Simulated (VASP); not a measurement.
# AlGa3N4 (P1) in VASP: further runs

The runs below take AlGa3N4 through single point, with PBEsol.

All numbers are computed with VASP 6.6.1; they aren't measurements. Logs are shortened: lines on timing, memory, paths and dates and some standing lists are left out, and cuts for length are marked.

**1. The cell of the first run**

The typed cell holds 8 atoms: a = 4.468 Å, b = 4.468 Å, c = 4.468 Å, α = 90.00°, β = 90.00°, γ = 90.00°.

**2. Single point, PBEsol (mode 4 frozen in at -0.082 Å and mode 15 at -0.060 Å (largest displacements))**

The input, INCAR:

```
SYSTEM = AlGa3N4
PREC = Accurate
ENCUT = 520
EDIFF = 1E-6
ISMEAR = 0
SIGMA = 0.05
LREAL = .False.
LASPH = .True.
NELM = 100
ALGO = Normal
ISIF = 2
LWAVE = .False.
LCHARG = .False.
GGA = PS
NBANDS = 41
```

The input, KPOINTS:

```
regular mesh
0
Gamma
  6 6 6
  0 0 0
```

The input, POSCAR:

```
AlGa3N4
1.0
    4.4675774128      0.0000000000      0.0000000000
    0.0000000000      4.4675774128      0.0000000000
    0.0000000000      0.0000000000      4.4675774128
Al Ga N
1 3 4
Direct
   -0.0000012765     -0.0000044047      0.0055585447
    0.4815780042      0.4999987264      0.0035652103
    0.5184212382     -0.0000028251      0.5016493333
   -0.0000008187      0.4999986592      0.5016498438
    0.7498336240      0.7441573026      0.2280544287
    0.7602643432      0.2454376819      0.7495156497
    0.2397490480      0.7659532922      0.7381389632
    0.2501632905      0.2444872841      0.2394145555
```

Potentials or basis: VASP PAW PBE potentials, release 64 (Al, Ga_d, N).

Started as:

```bash
$ cat potpaw_PBE.64/Al/POTCAR potpaw_PBE.64/Ga_d/POTCAR potpaw_PBE.64/N/POTCAR > POTCAR
$ mpirun -np 1 vasp_std > vasp.out
```

OUTCAR:

```text
SYSTEM = AlGa3N4
   PREC = Accurate
   ENCUT = 520
   EDIFF = 1E-6
   ISMEAR = 0
   LREAL = .False.
   LASPH = .True.
   NELM = 100
   ISIF = 2
   GGA = PS

 ion  position               nearest neighbor table
   1  1.000  1.000  0.006-   8 1.88   5 1.88   6 1.91   7 1.92   3 3.09   2 3.10   2 3.10   3 3.11

   2  0.482  0.500  0.004-   8 1.87   5 1.91   7 2.00   6 2.03   1 3.10   1 3.10
   3  0.518  1.000  0.502-   6 1.90   7 1.94   5 1.97   8 2.00   1 3.09   1 3.11
   4  1.000  0.500  0.502-   6 1.91   7 1.92   8 1.98   5 1.98
   5  0.750  0.744  0.228-   1 1.88   2 1.91   3 1.97   4 1.98
   6  0.760  0.245  0.750-   3 1.90   1 1.91   4 1.91   2 2.03
   7  0.240  0.766  0.738-   1 1.92   4 1.92   3 1.94   2 2.00
   8  0.250  0.244  0.239-   2 1.87   1 1.88   4 1.98   3 2.00

  LATTYP: Found a simple cubic cell.
 ALAT       =     4.4675774128

  Lattice vectors:

 A1 = (   4.4675774128,   0.0000000000,   0.0000000000)
 A2 = (   0.0000000000,   4.4675774128,   0.0000000000)
 A3 = (   0.0000000000,   0.0000000000,   4.4675774128)

Analysis of symmetry for initial positions (statically):
=====================================================================
 Subroutine PRICEL returns:
 Original cell was already a primitive cell.

 Routine SETGRP: Setting up the symmetry group for a
 simple cubic supercell.

 Subroutine GETGRP returns: Found  1 space group operations
 (whereof  1 operations were pure point group operations)
 out of a pool of 48 trial point group operations.

The static configuration has the point symmetry C_1 .

Analysis of symmetry for dynamics (positions and initial velocities):
=====================================================================
 Subroutine PRICEL returns:
 Original cell was already a primitive cell.

 Routine SETGRP: Setting up the symmetry group for a
 simple cubic supercell.

 Subroutine GETGRP returns: Found  1 space group operations
 (whereof  1 operations were pure point group operations)
 out of a pool of 48 trial point group operations.

The dynamic configuration has the point symmetry C_1 .

 Subroutine INISYM returns: Found  1 space group operations
 (whereof  1 operations are pure point group operations),
 and found     1 'primitive' translations

----------------------------------------------------------------------------------------

                                     Primitive cell

  volume of cell :      89.1695

  direct lattice vectors                    reciprocal lattice vectors
     4.467577413  0.000000000  0.000000000     0.223834957  0.000000000  0.000000000
[... 102 lines left out ...]
   IBRION =     -1    ionic relax: 0-MD 1-quasi-New 2-CG
   NFREE  =      0    steps in history (QN), initial steepest desc. (CG)
   ISIF   =      2    stress and relaxation
   ISYM   =      2    0-nonsym 1-usesym 2-fastsym
   POTIM  = 0.5000    time-step for ionic-motion
   TEBEG  =    0.0;   TEEND  =   0.0 temperature during run
   PSTRESS=    0.0 pullay stress
   NELECT =      62.0000    total number of electrons
   NUPDOWN=      -1.0000    fix difference up-down
   EMIN   =  10.00;   EMAX   =-10.00  energy-range for DOS
   EFERMI =   0.00;   METHOD = LEGACY
   ISMEAR =     0;   SIGMA  =   0.05  broadening in eV -4-tet -1-fermi 0-gaus
   EFERMI_NEDOS =   21; number of points for ismear=-14 and -15
   IALGO  =     38    algorithm
   IMIX   =      4    mixing-type and parameters
     AMIX     =   0.40;   BMIX     =  1.00
     AMIX_MAG =   1.60;   BMIX_MAG =  1.00
  volume/ion in A,a.u.               =      11.15        75.22
  Fermi-wavevector in a.u.,A,eV,Ry     =   1.450329  2.740725 28.619246  2.103455
  Thomas-Fermi vector in A             =   2.567954
   LORBIT       =      0    0 simple, 1 ext, 2 COOP (PROOUT), +10 PAW based schemes
   GGA     = PS    functional components
   LHFCALC =     F    Hartree Fock is set to
   AEXX    =    0.0000 exact exchange contribution
   IVDW    =     0    specifies the selected vdW correction
   LEPSILON=     F    determine dielectric tensor
   LRPA    =     F    only Hartree local field effects (RPA)
 non-spin polarized calculation
 Gauss-broadening in eV      SIGMA  =   0.05
  energy-cutoff  :      520.00
  volume of cell :       89.17
 maximum number of plane-waves:      2469
 NGX is ok and might be reduce to    36
   NGX = 17   NGY = 17   NGZ = 17

 number of electron      61.9999984 magnetization

 Free energy of the ion-electron system (eV)
  ---------------------------------------------------
  ext. energy  EPLUGINS =         0.00000000
  ---------------------------------------------------
  free energy    TOTEN  =       -54.76244943 eV

  energy without entropy =      -54.76244943  energy(sigma->0) =      -54.76244943

 E-fermi :   5.6707     XC(G=0): -11.7451

 val. band max:        5.4691909024   @ k =   0.0000   0.0000   0.0000
 cond. band min:       7.6028584209   @ k =   0.0000   0.0000   0.0000
 fundamental gap:      2.1336675185
 Fermi energy:         5.6706804143

 k-point     1 :       0.0000    0.0000    0.0000
  band No.  band energies     occupation
      1     -10.3885      2.00000
      2      -9.1269      2.00000
      3      -9.0867      2.00000
      4      -9.0500      2.00000
      5      -7.8122      2.00000
      6      -7.8008      2.00000
[... 1045 lines left out ...]
     40      15.7400      0.00000
     41      15.9955      0.00000

 [... further k-points ...]
[... 5 lines left out ...]
  --------------------------------------------------------------------------------------
  -------------------------------------------------------------------------------------
  Total        0.1675937      0.3435755     -0.0208361      2.0568224     -0.0293792     -0.0718951
  in kB        3.0112859      6.1732869     -0.3743783     36.9565234     -0.5278795     -1.2917958
  external PRESSURE =       2.9367315 kB  Pullay stress =       0.0000000 kB

 VOLUME and BASIS-vectors are now :
 -----------------------------------------------------------------------------
  energy-cutoff  :      520.00
  volume of cell :       89.17
      direct lattice vectors                 reciprocal lattice vectors
     4.467577413  0.000000000  0.000000000     0.223834957  0.000000000  0.000000000
     0.000000000  4.467577413  0.000000000     0.000000000  0.223834957  0.000000000
     0.000000000  0.000000000  4.467577413     0.000000000  0.000000000  0.223834957

 POSITION                                       TOTAL-FORCE (eV/Angst)
 -----------------------------------------------------------------------------------
      4.46757      4.46756      0.02483        -0.004241     -0.012566     -0.764719
      2.15149      2.23378      0.01593         0.758138      0.212247     -1.264150
      2.31609      4.46756      2.24116        -0.759932     -0.131856     -0.581917
      4.46757      2.23378      2.24116         0.005322     -0.003617     -0.575311
      3.34994      3.32458      1.01885         0.401018      0.475620      0.854383
      3.39654      1.09651      3.34852        -0.274358      0.247800      0.707549
      1.07110      3.42196      3.29769         0.346143     -0.360884      0.817268
      1.11762      1.09227      1.06960        -0.472090     -0.426744      0.806898
 -----------------------------------------------------------------------------------
    total drift:                                0.000036      0.000194     -0.000210

  FREE ENERGIE OF THE ION-ELECTRON SYSTEM (eV)
  ---------------------------------------------------
  free  energy   TOTEN  =       -54.7624494330 eV

  energy  without entropy=      -54.7624494330  energy(sigma->0) =      -54.76244943
```

stdout:

```text
POSCAR found type information on POSCAR AlGaN
 POSCAR found :  3 types and       8 ions
 scaLAPACK will be used
 -----------------------------------------------------------------------------
|                                                                             |
|                                                                             |
|     You enforced a specific xc type in the INCAR file but a different       |
|     I HOPE YOU KNOW WHAT YOU ARE DOING!                                     |
|                                                                             |
 -----------------------------------------------------------------------------

 LDA part: xc-table for (Slater+PW92), standard interpolation
 POSCAR, INCAR and KPOINTS ok, starting setup
 FFT: planning ... GRIDC
 FFT: planning ... GRID_SOFT
 FFT: planning ... GRID
 WAVECAR not read
 entering main loop
```

Wall time 8.8 min (1 thread of AMD EPYC 7R43 (Zen 3), shared host); peak memory 0.4 GiB.

Results:

```
Free energy            : -54.7624 eV
Pressure               : 0.3 GPa
Largest force          : 1.489 eV/Å
Band gap on the k mesh : 2.13 eV, direct
```

Forces on the atoms (eV/Å):
```
Al  -0.004 -0.013 -0.765
Ga   0.758  0.212 -1.264
Ga  -0.760 -0.132 -0.582
Ga   0.005 -0.004 -0.575
N    0.401  0.476  0.854
N   -0.274  0.248  0.708
N    0.346 -0.361  0.817
N   -0.472 -0.427  0.807
```

Stress tensor (GPa, compression positive):
```
 0.30  3.70 -0.13
 3.70  0.62 -0.05
-0.13 -0.05 -0.04
```

Levels at points of the mesh, in eV from the valence-band top:
```
           k point  band 29  band 30  band 31  band 32  band 33  band 34
(0.00, 0.00, 0.00)    -0.32    -0.14     0.00     2.13     3.08     3.15
(0.50, 0.00, 0.00)    -1.62    -1.35    -1.34     4.66     4.76     5.94
(0.00, 0.50, 0.00)    -1.60    -1.34    -1.33     4.66     4.76     5.92
(0.00, 0.00, 0.50)    -1.47    -1.42    -1.29     4.67     4.77     5.84
(0.50, 0.50, 0.00)    -1.15    -0.88    -0.76     6.36     6.62     6.69
(0.00, 0.50, 0.50)    -1.09    -1.08    -0.74     6.48     6.51     6.53
(0.50, 0.00, 0.50)    -1.09    -1.07    -0.74     6.46     6.61     6.68
(0.50, 0.50, 0.50)    -0.83    -0.77    -0.61     4.73     4.74     4.78
```

Caveat: the cell differs from its parent crystal (mode 4 frozen in at -0.082 Å and mode 15 at -0.060 Å (largest displacements)); the PAW data sets were made with another functional, which shifts forces and pressure a little.

**3. Single point, PBEsol (mode 4 frozen in at -0.082 Å and mode 15 at -0.020 Å (largest displacements))**

The input, INCAR:

```
  PREC = Accurate
  ENCUT = 520
  EDIFF = 1E-6
  ISMEAR = 0
  SIGMA = 0.05
  LREAL = False
  LASPH = True
  NELM = 80
  ALGO = Normal
  ISIF = 2
  LWAVE = False
  LCHARG = False
  GGA = PS
  NBANDS = 41
```

The input, KPOINTS:

```
regular mesh
0
Gamma
  6 6 6
```

The input, POSCAR:

```
AlGa3N4
1.0
    4.4675774128      0.0000000000      0.0000000000
    0.0000000000      4.4675774128      0.0000000000
    0.0000000000      0.0000000000      4.4675774128
Al Ga N
1 3 4
Direct
   -0.0000004255     -0.0000014682      0.0018528482
    0.4815782567      0.4999995979      0.0011884034
    0.5184214907     -0.0000009417      0.5005496076
   -0.0000002729      0.4999995307      0.5005501181
    0.7533088722      0.7476263864      0.2355302783
    0.7567856598      0.2489051701      0.7569930950
    0.2432187901      0.7624723548      0.7456203189
    0.2466901131      0.2410079424      0.2468975068
```

Potentials or basis: VASP PAW PBE potentials, release 64 (Al, Ga_d, N).

Started as:

```bash
$ cat potpaw_PBE.64/Al/POTCAR potpaw_PBE.64/Ga_d/POTCAR potpaw_PBE.64/N/POTCAR > POTCAR
$ mpirun -np 1 vasp_std > vasp.out
```

Wall time 12 min (1 thread of AMD EPYC 7R43 (Zen 3), shared host); peak memory 0.4 GiB.

Results (log left out):

```
Free energy            : -54.8855 eV
Pressure               : -0.2 GPa
Largest force          : 0.858 eV/Å
Band gap on the k mesh : 2.24 eV, direct
```

Forces on the atoms (eV/Å):
```
Al   0.000 -0.004 -0.257
Ga   0.746  0.069 -0.419
Ga  -0.746 -0.044 -0.195
Ga   0.001 -0.001 -0.193
N    0.105  0.174  0.320
N   -0.117  0.063  0.201
N    0.140 -0.177  0.314
N   -0.128 -0.081  0.228
```

Stress tensor (GPa, compression positive):
```
-0.34  1.22 -0.04
 1.22 -0.04 -0.01
-0.04 -0.01 -0.11
```

Levels at points of the mesh, in eV from the valence-band top:
| k point | band 29 | band 30 | band 31 | band 32 | band 33 | band 34 |
| --- | --- | --- | --- | --- | --- | --- |
| (0.00, 0.00, 0.00) | -0.11 | -0.05 | 0.00 | 2.24 | 3.24 | 3.26 |
| (0.50, 0.00, 0.00) | -1.53 | -1.25 | -1.25 | 4.77 | 4.87 | 6.07 |
| (0.00, 0.50, 0.00) | -1.52 | -1.25 | -1.24 | 4.77 | 4.87 | 6.05 |
| (0.00, 0.00, 0.50) | -1.48 | -1.27 | -1.22 | 4.77 | 4.87 | 6.02 |
| (0.50, 0.50, 0.00) | -1.03 | -0.92 | -0.67 | 6.56 | 6.75 | 6.80 |
| (0.00, 0.50, 0.50) | -0.99 | -0.99 | -0.67 | 6.59 | 6.64 | 6.64 |
| (0.50, 0.00, 0.50) | -0.99 | -0.98 | -0.67 | 6.57 | 6.75 | 6.79 |
| (0.50, 0.50, 0.50) | -0.78 | -0.72 | -0.66 | 4.85 | 4.85 | 4.88 |

Caveat: the cell differs from its parent crystal (mode 4 frozen in at -0.082 Å and mode 15 at -0.020 Å (largest displacements)); the PAW data sets were made with another functional, which shifts forces and pressure a little.
